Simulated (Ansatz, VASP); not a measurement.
**HfO2 in VASP and in Ansatz**

Contents of INCAR:

```
  PREC = Accurate
  ENCUT = 520
  EDIFF = 1E-6
  ISMEAR = 0
  SIGMA = 0.05
  LREAL = F
  LASPH = T
  NELM = 60
  ALGO = Normal
  ISIF = 2
  LWAVE = F
  LCHARG = F
  GGA = PE
  NBANDS = 18
```

The input KPOINTS:

```
Automatic mesh
0
Gamma
  8 8 8
```

File POSCAR:

```
HfO2
1.0
    0.0681273850      2.5605926915      2.5605926915
    2.5605926915      0.0681273850      2.5605926915
    2.5605926915      2.5605926915      0.0681273850
Hf O
1 2
Direct
    0.0000000000      0.0000000000      0.0000000000
    0.2500000000      0.2500000000      0.2500000000
    0.7500000000      0.7500000000      0.7500000000
```

Input for Ansatz:

```yaml
crystal:
  lattice:
    - [0.068127385, 2.5605926915, 2.5605926915]
    - [2.5605926915, 0.068127385, 2.5605926915]
    - [2.5605926915, 2.5605926915, 0.068127385]
  atoms:
    - { symbol: Hf, position: [0.0, 0.0, 0.0] }
    - { symbol: O, position: [0.25, 0.25, 0.25] }
    - { symbol: O, position: [0.75, 0.75, 0.75] }
basis:
  ecutwfc: 520.0
kpoints:
  mp_grid: { grid: [8, 8, 8] }
hamiltonian:
  xc: pbe
  pseudopotentials: { kind: paw, azcp: { folder: soft_1 } }
scf:
  occupations: { method: gaussian, width: 0.05 }
output:
  forces: true
  stress: true
  eigenvalues: true
```

Alike in both runs: task single point; functional PBE; k mesh 8 × 8 × 8; occupations gaussian, width 0.05 eV; no spin polarisation.

|  | VASP | Ansatz |
| --- | --- | --- |
| version | VASP 6.6.1 | Ansatz 0.2.0 |
| potentials or method | VASP PAW PBE potentials, release 64 (Hf_pv, O), cutoff 520 eV | scalar-relativistic, plane waves, PAW |
| valence electrons in the cell | 22 | 38 |

VASP gave:

```
gap on the k mesh at the Fermi level (eV)                     : 3.85
least direct gap on the mesh (eV)                             : 3.85
pressure (GPa)                                                : 3.6
traceless stress, the component that is largest in VASP (GPa) : -2.32
rms of the force components (eV/Å)                            : 0.139
```

Problem. Estimate Ansatz's values.

Solution. gap on the k mesh at the Fermi level (eV): 3.83; least direct gap on the mesh (eV): 3.83; pressure (GPa): 7.5; traceless stress, the component that is largest in VASP (GPa): -2.45; rms of the force components (eV/Å): 0.154.

Atom by atom the forces differ by 0.014 eV/Å (rms over components). The functional is the same, so the differences come from potentials, cutoffs and numerics. VASP's potentials hold 22 valence electrons a cell and Ansatz's 38, so a difference there can come from the potentials and not from the codes.

Spin-orbit coupling is off throughout.
